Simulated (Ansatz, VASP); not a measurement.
One calculation of H11NO4, two programs

```
O H N
1.0
     5.23054    0.00000    0.00000
     0.00000    5.23054    0.00000
     0.00000    0.00000    5.23054
O H N
4 11 1
Cartesian
  0.1799 3.5182 0.8341
  2.9885 2.3491 2.2981
  2.0368 4.1112 4.1435
  0.8831 0.6768 2.2674
  0.8447 3.6381 0.0970
  0.5228 2.7744 1.3681
  2.2981 1.6774 2.0735
  3.4190 2.6837 1.4911
  1.6329 4.8026 3.5630
  2.3720 3.4588 3.4717
  0.2031 0.7264 3.0682
  0.6371 -0.1331 1.7602
  3.8287 0.0095 -0.7781
  4.8573 1.0186 0.0215
  3.9051 1.5979 -1.1980
  4.4685 0.8011 -0.8957
```

Alike in both runs: functional PBE; dispersion D3(BJ); k mesh 1 × 1 × 1; occupations fermi-dirac, width 0.05 eV; no spin polarisation.

Ansatz relaxed the structure, and its values are those at the end. VASP's run is a single point on that final structure, the one shown.

```csv
,VASP,Ansatz
version,VASP 6.6.1,Ansatz 0.2.0
potentials or method,"VASP PAW PBE potentials, release 64 (O_h, H_h, N_h), cutoff 1000 eV","scalar-relativistic, plane waves, PAW"
valence electrons in the cell,40,40
```

|  | VASP | Ansatz | Ansatz less VASP |
| --- | --- | --- | --- |
| gap on the k mesh at the Fermi level (eV) | 4.72 | 4.71 | -0.006 |
| rms of the force components (eV/Å) | 0.057 | 0.058 | +0.0011 |
